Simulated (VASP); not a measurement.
Runs of VASP 6.6.1 on Y. The structure is that of space group P6/mmm (No. 191), or close to it. The cells are those of the table. 

```csv
cell,k mesh,gap on the mesh (eV),pressure (GPa)
"a = 5.652, b = 5.652, c = 3.529 Å, angles 90.0, 90.0, 120.0°, 3 atoms",7 × 7 × 9,none,-0.1
"a = 5.416, b = 5.416, c = 3.382 Å, angles 90.0, 90.0, 120.0°, 3 atoms",7 × 7 × 10,none,5.9
"a = 5.576, b = 5.576, c = 3.481 Å, angles 90.0, 90.0, 120.0°, 3 atoms",7 × 7 × 10,none,1.6
"a = 5.870, b = 5.870, c = 3.665 Å, angles 90.0, 90.0, 120.0°, 3 atoms",7 × 7 × 10,none,-3.8
"a = 5.799, b = 5.799, c = 3.621 Å, angles 90.0, 90.0, 120.0°, 3 atoms",7 × 7 × 10,none,(a)
"a = 5.497, b = 5.497, c = 3.432 Å, angles 90.0, 90.0, 120.0°, 3 atoms",7 × 7 × 10,none,(b)
"a = 5.652, b = 5.652, c = 3.529 Å, angles 90.0, 90.0, 120.0°, 3 atoms",9 × 9 × 12,none,-0.1
"a = 5.652, b = 5.652, c = 3.529 Å, angles 90.0, 90.0, 120.0°, 3 atoms",7 × 7 × 10,none,-0.1
```

Alike in all rows: task single point; level PBE; potentials or basis VASP PAW PBE potentials, release 64 (Y_sv); no spin polarisation; cutoff (eV) 500; smearing fermi-dirac 0.1 eV.

Estimate the missing entries.

(a) -2.7; (b) 3.6.

A k mesh can miss the band edges, and the runs leave out spin-orbit coupling on Y.

A gap of «none» marks levels without a gap at the run's occupations.
